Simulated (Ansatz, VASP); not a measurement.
**CdTe in VASP and in Ansatz**

```xyz
6
Lattice="7.2803 0.0000 0.0000 -3.6402 6.3049 0.0000 0.0000 0.0000 4.1068" Properties=species:S:1:pos:R:3 pbc="T T T"
Cd    3.6402    0.0000    0.0000
Cd    1.8201    3.1525    0.0000
Cd   -1.8201    3.1525    0.0000
Te    0.0000    0.0000    0.0000
Te    0.0000    4.2033    2.0534
Te    3.6402    2.1016    2.0534
```

Alike in both runs: functional r2SCAN; k mesh 3 × 3 × 4; occupations gaussian, width 0.1 eV; no spin polarisation.

Ansatz relaxed the structure, and its values are those at the end. VASP's run is a single point on that final structure, the one shown.

|  | VASP | Ansatz |
| --- | --- | --- |
| version | VASP 6.6.1 | Ansatz 0.2.0 |
| potentials or method | VASP PAW PBE potentials, release 64 (Cd, Te), cutoff 520 eV | scalar-relativistic, plane waves, PAW |
| valence electrons in the cell | 54 | 108 |

Ansatz gave:

| Item | Value |
| --- | --- |
| gap on the k mesh at the Fermi level (eV) | none |
| pressure (GPa) | 0.0 |

**Question.** What did VASP give for the same quantities?

**Answer.** gap on the k mesh at the Fermi level (eV): none; pressure (GPa): 0.2.

VASP's potentials were made for PBE, not for r2SCAN. A gap of «none» marks a metal or a gap that the smearing closes. VASP's potentials hold 54 valence electrons a cell and Ansatz's 108, so a difference there can come from the potentials and not from the codes.

The k mesh is coarse, so the values compare programs but aren't converged. Neither program's run includes spin-orbit coupling.
